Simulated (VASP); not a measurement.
# Ir (Fm-3m) in VASP: further runs, part 2 of 2

VASP 6.6.1. Earlier steps stand in the parts before.

**4. Single point, PBE**

This run uses another cell than the first one, of 14.06 Å³/atom, 1.016 times its volume.

The input, INCAR:

```
SYSTEM = Ir
PREC = Accurate
ENCUT = 520
EDIFF = 1E-7
ISMEAR = 0
SIGMA = 0.015
LREAL = .False.
LASPH = .True.
NELM = 80
ALGO = Normal
ISIF = 2
LWAVE = .False.
LCHARG = .False.
GGA = PE
NBANDS = 10
```

The input, KPOINTS:

```
regular mesh
0
Gamma
  12 12 12
  0 0 0
```

The input, POSCAR:

```
Ir
1.0
    0.0000000000      1.9156000000      1.9156000000
    1.9156000000      0.0000000000      1.9156000000
    1.9156000000      1.9156000000      0.0000000000
Ir
1
Direct
    0.0000000000      0.0000000000      0.0000000000
```

Potentials or basis: VASP PAW PBE potentials, release 64 (Ir).

Launch:

```
> cat potpaw_PBE.64/Ir/POTCAR > POTCAR
> mpirun -np 1 vasp_std > vasp.out
```

OUTCAR:

```text
SYSTEM = Ir
   PREC = Accurate
   ENCUT = 520
   EDIFF = 1E-7
   ISMEAR = 0
   LREAL = .False.
   LASPH = .True.
   NELM = 80
   ISIF = 2
   GGA = PE

 ion  position               nearest neighbor table
   1  0.000  0.000  0.000-

  LATTYP: Found a face centered cubic cell.
 ALAT       =     3.8312000000

  Lattice vectors:

 A1 = (   0.0000000000,   1.9156000000,   1.9156000000)
 A2 = (   1.9156000000,   0.0000000000,   1.9156000000)
 A3 = (   1.9156000000,   1.9156000000,   0.0000000000)

Analysis of symmetry for initial positions (statically):
[... 5 lines left out ...]
 face centered cubic supercell.

 Subroutine GETGRP returns: Found 48 space group operations
 (whereof 48 operations were pure point group operations)
 out of a pool of 48 trial point group operations.

The static configuration has the point symmetry O_h .

Analysis of symmetry for dynamics (positions and initial velocities):
[... 5 lines left out ...]
 face centered cubic supercell.

 Subroutine GETGRP returns: Found 48 space group operations
 (whereof 48 operations were pure point group operations)
 out of a pool of 48 trial point group operations.

The dynamic configuration has the point symmetry O_h .

 Subroutine INISYM returns: Found 48 space group operations
 (whereof 48 operations are pure point group operations),
 and found     1 'primitive' translations

----------------------------------------------------------------------------------------

                                     Primitive cell

  volume of cell :      14.0587

  direct lattice vectors                    reciprocal lattice vectors
     0.000000000  1.915600000  1.915600000    -0.261014826  0.261014826  0.261014826
     1.915600000  0.000000000  1.915600000     0.261014826 -0.261014826  0.261014826
     1.915600000  1.915600000  0.000000000     0.261014826  0.261014826 -0.261014826

  length of vectors
     2.709067500  2.709067500  2.709067500     0.452090940  0.452090940  0.452090940

  position of ions in fractional coordinates (direct lattice)
     0.000000000  0.000000000  0.000000000

  ion indices of the primitive-cell ions
   primitive index   ion index
                 1           1

----------------------------------------------------------------------------------------

 KPOINTS: regular mesh

Automatic generation of k-mesh.
 Grid dimensions read from file:
 generate k-points for:   12   12   12

 Generating k-lattice:

  Cartesian coordinates                     Fractional coordinates (reciprocal lattice)
    -0.021751235  0.021751235  0.021751235     0.083333333  0.000000000  0.000000000
     0.021751235 -0.021751235  0.021751235     0.000000000  0.083333333  0.000000000
     0.021751235  0.021751235 -0.021751235     0.000000000  0.000000000  0.083333333

  Length of vectors
     0.037674245  0.037674245  0.037674245

  Shift w.r.t. Gamma in fractional coordinates (k-lattice)
     0.000000000  0.000000000  0.000000000

 Subroutine IBZKPT returns following result:
 ===========================================

 Found     72 irreducible k-points:

 Following reciprocal coordinates:
            Coordinates               Weight
  0.000000  0.000000  0.000000      1.000000
  0.083333  0.000000  0.000000      8.000000
  0.166667  0.000000  0.000000      8.000000
  0.250000  0.000000  0.000000      8.000000
  0.333333  0.000000  0.000000      8.000000
  0.416667  0.000000  0.000000      8.000000
[... 16 lines left out ...]
  0.500000  0.166667  0.000000     24.000000
 -0.416667  0.166667  0.000000     24.000000
 [... further k-points ...]
   k-points           NKPTS =     72   k-points in BZ     NKDIM =     72   number of bands    NBANDS=     10
   number of dos      NEDOS =    301   number of ions     NIONS =      1
   total plane-waves  NPLWV =   8000
   dimension x,y,z NGX =    20 NGY =   20 NGZ =   20
   dimension x,y,z NGXF=    40 NGYF=   40 NGZF=   40
   ions per type =               1
   NGX,Y,Z   is equivalent  to a cutoff of  12.27, 12.27, 12.27 a.u.
   NGXF,Y,Z  is equivalent  to a cutoff of  24.55, 24.55, 24.55 a.u.
 SYSTEM =  Ir
   PREC   = accura    normal or accurate (medium, high low for compatibility)
   ISTART =      0    job   : 0-new  1-cont  2-samecut
   ICHARG =      2    charge: 1-file 2-atom 10-const
   ISPIN  =      1    spin polarized calculation?
   LNONCOLLINEAR =      F non collinear calculations
   LSORBIT =      F    spin-orbit coupling
   LASPH  =      T    aspherical Exc in radial PAW
   ENCUT  =  520.0 eV  38.22 Ry    6.18 a.u.   5.04  5.04  5.04*2*pi/ulx,y,z
   NELM   =     80;   NELMIN=  2; NELMDL= -5     # of ELM steps
   EDIFF  = 0.1E-06   stopping-criterion for ELM
   LREAL  =      F    real-space projection
   EDIFFG = 0.1E-05   stopping-criterion for IOM
   NSW    =      0    number of steps for IOM
   IBRION =     -1    ionic relax: 0-MD 1-quasi-New 2-CG
   NFREE  =      0    steps in history (QN), initial steepest desc. (CG)
   ISIF   =      2    stress and relaxation
   ISYM   =      2    0-nonsym 1-usesym 2-fastsym
   POTIM  = 0.5000    time-step for ionic-motion
   TEBEG  =    0.0;   TEEND  =   0.0 temperature during run
   PSTRESS=    0.0 pullay stress
   NELECT =       9.0000    total number of electrons
   NUPDOWN=      -1.0000    fix difference up-down
   EMIN   =  10.00;   EMAX   =-10.00  energy-range for DOS
   EFERMI =   0.00;   METHOD = LEGACY
   ISMEAR =     0;   SIGMA  =   0.01  broadening in eV -4-tet -1-fermi 0-gaus
   EFERMI_NEDOS =   21; number of points for ismear=-14 and -15
   IALGO  =     38    algorithm
   IMIX   =      4    mixing-type and parameters
     AMIX     =   0.40;   BMIX     =  1.00
     AMIX_MAG =   1.60;   BMIX_MAG =  1.00
  volume/ion in A,a.u.               =      14.06        94.87
  Fermi-wavevector in a.u.,A,eV,Ry     =   1.410937  2.666284 27.085691  1.990742
  Thomas-Fermi vector in A             =   2.532839
   LORBIT       =      0    0 simple, 1 ext, 2 COOP (PROOUT), +10 PAW based schemes
   GGA     = PE    functional components
   LHFCALC =     F    Hartree Fock is set to
   AEXX    =    0.0000 exact exchange contribution
   IVDW    =     0    specifies the selected vdW correction
   LEPSILON=     F    determine dielectric tensor
   LRPA    =     F    only Hartree local field effects (RPA)
 non-spin polarized calculation
 Gauss-broadening in eV      SIGMA  =   0.01
  energy-cutoff  :      520.00
  volume of cell :       14.06
 maximum number of plane-waves:       388
   NGX =  9   NGY =  9   NGZ =  9

 number of electron       9.0000000 magnetization

 Free energy of the ion-electron system (eV)
  ---------------------------------------------------
  ext. energy  EPLUGINS =         0.00000000
  ---------------------------------------------------
  free energy    TOTEN  =        -8.85127060 eV

  energy without entropy =       -8.85112759  energy(sigma->0) =       -8.85119909

 E-fermi :  10.5434     XC(G=0): -14.0262

 val. band max:       10.5298847359   @ k =  -0.3333   0.3333   0.0000
 cond. band min:      10.5484305990   @ k =  -0.2500   0.0833   0.0000
 fundamental gap:      0.0185458632
 Fermi energy:        10.5433805264

 k-point     1 :       0.0000    0.0000    0.0000
  band No.  band energies     occupation
      1      -0.6718      2.00000
      2       6.5916      2.00000
      3       6.5916      2.00000
      4       6.5916      2.00000
      5       9.3047      2.00000
      6       9.3047      2.00000
      7      24.8320      0.00000
      8      30.4509      0.00000
      9      30.4509      0.00000
     10      30.4509      0.00000

 k-point     2 :       0.0833    0.0000    0.0000
  band No.  band energies     occupation
      1      -0.3634      2.00000
      2       6.4310      2.00000
      3       6.7227      2.00000
      4       6.7227      2.00000
      5       9.2229      2.00000
      6       9.2229      2.00000
      7      25.3604      0.00000
      8      29.0036      0.00000
      9      30.9604      0.00000
     10      30.9604      0.00000
[... 274 lines left out ...]
 k-point    24 :      -0.4167    0.1667    0.0000
  band No.  band energies     occupation
      1       3.2988      2.00000
      2       5.7152      2.00000
      3       7.3161      2.00000
      4       7.5012      2.00000
      5      10.9715      0.00000
      6      14.3179      0.00000
      7      17.8203      0.00000
      8      25.8542      0.00000
      9      28.1356      0.00000
     10      30.1620      0.00000

 [... further k-points ...]
[... 5 lines left out ...]
  --------------------------------------------------------------------------------------
  -------------------------------------------------------------------------------------
  Total        1.0323868      1.0323868      1.0323868      0.0000000      0.0000000      0.0000000
  in kB      117.6544987    117.6544987    117.6544987      0.0000000      0.0000000      0.0000000
  external PRESSURE =     117.6544987 kB  Pullay stress =       0.0000000 kB

 VOLUME and BASIS-vectors are now :
 -----------------------------------------------------------------------------
  energy-cutoff  :      520.00
  volume of cell :       14.06
      direct lattice vectors                 reciprocal lattice vectors
     0.000000000  1.915600000  1.915600000    -0.261014826  0.261014826  0.261014826
     1.915600000  0.000000000  1.915600000     0.261014826 -0.261014826  0.261014826
     1.915600000  1.915600000  0.000000000     0.261014826  0.261014826 -0.261014826

 POSITION                                       TOTAL-FORCE (eV/Angst)
 -----------------------------------------------------------------------------------
      0.00000      0.00000      0.00000         0.000000     -0.000000      0.000000
 -----------------------------------------------------------------------------------
    total drift:                               -0.000000     -0.000000     -0.000000

  FREE ENERGIE OF THE ION-ELECTRON SYSTEM (eV)
  ---------------------------------------------------
  free  energy   TOTEN  =        -8.8512705961 eV

  energy  without entropy=       -8.8511275852  energy(sigma->0) =       -8.85119909
```

stdout:

```text
POSCAR found type information on POSCAR Ir
 POSCAR found :  1 types and       1 ions
 scaLAPACK will be used
 LDA part: xc-table for (Slater+PW92), standard interpolation
 POSCAR, INCAR and KPOINTS ok, starting setup
 FFT: planning ... GRIDC
 FFT: planning ... GRID_SOFT
 FFT: planning ... GRID
 WAVECAR not read
 entering main loop
```

It took 18 s on 1 thread of AMD EPYC 7R13, shared host; peak memory 0.1 GiB.

What came out:

```
Free energy : -8.8513 eV
Pressure    : 11.8 GPa
```

Levels at points of the mesh, in eV from the Fermi level:
```tsv
k point	band 1	band 2	band 3	band 4	band 5	band 6	band 7	band 8
(0.00, 0.00, 0.00)	-11.22	-3.95	-3.95	-3.95	-1.24	-1.24	14.29	19.91
(0.50, 0.00, 0.00)	-8.19	-4.06	-4.06	-0.81	0.88	0.88	7.30	13.83
(0.50, 0.50, 0.00)	-8.02	-7.44	0.84	1.46	1.46	1.67	10.57	11.71
```

Caveat: spin-orbit coupling is left out, which moves the levels of the heavy elements.

**5. Single point, PBE**

This run uses another cell than the first one, of 14.06 Å³/atom, 1.016 times its volume.

The input, INCAR:

```
SYSTEM = Ir
ALGO     = Fast           ! electronic algorithm
EDIFF    = 1E-6           ! SCF threshold, eV
ENCUT    = 520            ! plane-wave cutoff, eV
GGA      = PE             ! functional
ISIF     = 2              ! what is computed and relaxed
ISMEAR   = 0              ! smearing method
LASPH    = .True.         ! aspherical terms in the spheres
LCHARG   = .False.        ! write CHGCAR
LREAL    = .False.        ! projectors in reciprocal space
LWAVE    = .False.        ! write WAVECAR
NBANDS   = 10             ! bands
NELM     = 60             ! most SCF steps
PREC     = Accurate       ! precision mode
SIGMA    = 0.016          ! smearing width, eV
```

The input, KPOINTS:

```
k-points
0
Gamma
  12 12 12
  0 0 0
```

POSCAR is that of step 4.

Launch:

```
> cat potpaw_PBE.64/Ir/POTCAR > POTCAR
> mpirun -np 1 vasp_std > vasp.out
```

Run time: 22 s. Hardware: 1 thread of AMD EPYC 7R13, shared host; peak memory 0.1 GiB.

It converged, with:

| Quantity | Value |
| --- | --- |
| Free energy | -8.8513 eV |
| Pressure | 11.6 GPa |

Levels at points of the mesh, in eV from the Fermi level:
```tsv
k point	band 2	band 3	band 4	band 5	band 6	band 7
(0.00, 0.00, 0.00)	-3.95	-3.95	-3.95	-1.24	-1.24	14.29
(0.50, 0.00, 0.00)	-4.06	-4.06	-0.81	0.88	0.88	7.30
(0.50, 0.50, 0.00)	-7.44	0.84	1.46	1.46	1.67	10.57
```

Caveat: spin-orbit coupling is left out, which moves the levels of the heavy elements.

**6. Single point, PBE**

This run uses another cell than the first one, of 14.06 Å³/atom, 1.016 times its volume.

The input, INCAR:

```
PREC = Accurate
ENCUT = 520
EDIFF = 1E-7
ISMEAR = 0
SIGMA = 0.017
LREAL = F
LASPH = T
NELM = 100
ALGO = Normal
ISIF = 2
LWAVE = F
LCHARG = F
GGA = PE
NBANDS = 10
```

The input, KPOINTS:

```
regular mesh
0
Gamma
  12 12 12
```

POSCAR is that of step 5.

Potentials or basis: VASP PAW PBE potentials, release 64 (Ir).

Launch:

```
> cat potpaw_PBE.64/Ir/POTCAR > POTCAR
> mpirun -np 1 vasp_std > vasp.out
```

Wall time 15 s (1 thread of AMD EPYC 7R13, shared host); peak memory 0.1 GiB.

Results (log left out):

| Property | Result |
| --- | --- |
| Free energy | -8.8513 eV |
| Pressure | 11.8 GPa |

Levels at points of the mesh, in eV from the Fermi level:
| k point | band 2 | band 3 | band 4 | band 5 | band 6 | band 7 |
| --- | --- | --- | --- | --- | --- | --- |
| (0.00, 0.00, 0.00) | -3.95 | -3.95 | -3.95 | -1.24 | -1.24 | 14.29 |
| (0.50, 0.00, 0.00) | -4.06 | -4.06 | -0.81 | 0.88 | 0.88 | 7.30 |
| (0.50, 0.50, 0.00) | -7.44 | 0.84 | 1.46 | 1.46 | 1.67 | 10.57 |

Caveat: spin-orbit coupling is left out, which moves the levels of the heavy elements.

**7. The runs side by side**

```tsv
level	cell	smearing	gap on the mesh (eV)	pressure (GPa)
PBEsol+D4	a = 2.695 Å, angles 60.0°, 1 atom	fermi-dirac 0.05 eV	none	1.1
RPBE+D3(BJ)	a = 2.637 Å, angles 60.0°, 1 atom	fermi-dirac 0.05 eV	none	1.0
PBE	a = 2.709 Å, angles 60.0°, 1 atom	gaussian 0.015 eV	none	11.8
PBE	a = 2.709 Å, angles 60.0°, 1 atom	gaussian 0.016 eV	none	11.6
PBE	a = 2.709 Å, angles 60.0°, 1 atom	gaussian 0.017 eV	none	11.8
```

Alike in all rows: task single point; potentials or basis VASP PAW PBE potentials, release 64 (Ir); no spin polarisation; k mesh 12 × 12 × 12; cutoff (eV) 520.

Caveats: spin-orbit coupling is left out, which moves the levels of the heavy elements; the PAW data sets were made with another functional, which shifts forces and pressure a little (some runs); pairwise dispersion overbinds metals, which lowers pressure and volume (some runs).

Absolute energies hang on the potentials; compare differences alone.
